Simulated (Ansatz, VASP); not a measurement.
Be: VASP beside Ansatz

Contents of INCAR:

```
PREC = Accurate ; ENCUT = 520
EDIFF = 1E-6 ; ISMEAR = -1
SIGMA = 0.1 ; LREAL = False
LASPH = True ; NELM = 60
ALGO = Normal ; ISIF = 2
LWAVE = False ; LCHARG = True
GGA = PS ; LELF = True
LVHAR = True ; NBANDS = 7
```

The input KPOINTS:

```
Automatic mesh
0
Gamma
  28 28 28
```

POSCAR

```
Be
1.0
    0.0000000000      1.5740715420      1.5740715420
    1.5740715420      0.0000000000      1.5740715420
    1.5740715420      1.5740715420      0.0000000000
Be
1
Direct
    0.0000000000      0.0000000000      0.0000000000
```

Input for Ansatz:

```yaml
crystal:
  lattice:
    - [0.0, 1.574071542, 1.574071542]
    - [1.574071542, 0.0, 1.574071542]
    - [1.574071542, 1.574071542, 0.0]
  atoms:
    - { symbol: Be, position: [0.0, 0.0, 0.0] }
hamiltonian:
  xc: pbesol
  pseudopotentials:
    kind: paw
    azcp:
      Be: "pseudopotentials/Be.paw.azcp"
basis:
  ecutwfc: 420
  fft_grid_basis: typed
kpoints:
  mp_grid: { grid: [28, 28, 28], shift: [0, 0, 0] }
magnetization:
  spin_polarized: false
scf:
  occupations: { method: fermi_dirac, width: 0.1 }
output:
  stress: true
  write_density: true
  write_potential: true
  elf: true
  volumetric_format: npy
```

Alike in both runs: task single point; functional PBEsol; k mesh 28 × 28 × 28; occupations fermi-dirac, width 0.1 eV; no spin polarisation.

```csv
,VASP,Ansatz
version,VASP 6.6.1,Ansatz 0.2.0
potentials or method,"VASP PAW PBE potentials, release 64 (Be), cutoff 520 eV","plane waves (420 eV) with PAW, scalar-relativistic"
valence electrons in the cell,2,2
```

```tsv
	VASP	Ansatz	Ansatz less VASP
pressure (GPa)	0.4	0.0	-0.36
```

VASP's potentials were made for PBE, not for PBEsol, and Ansatz warns of the same on its side. With one functional, cell and mesh, what is left measures potentials, basis and numerics.
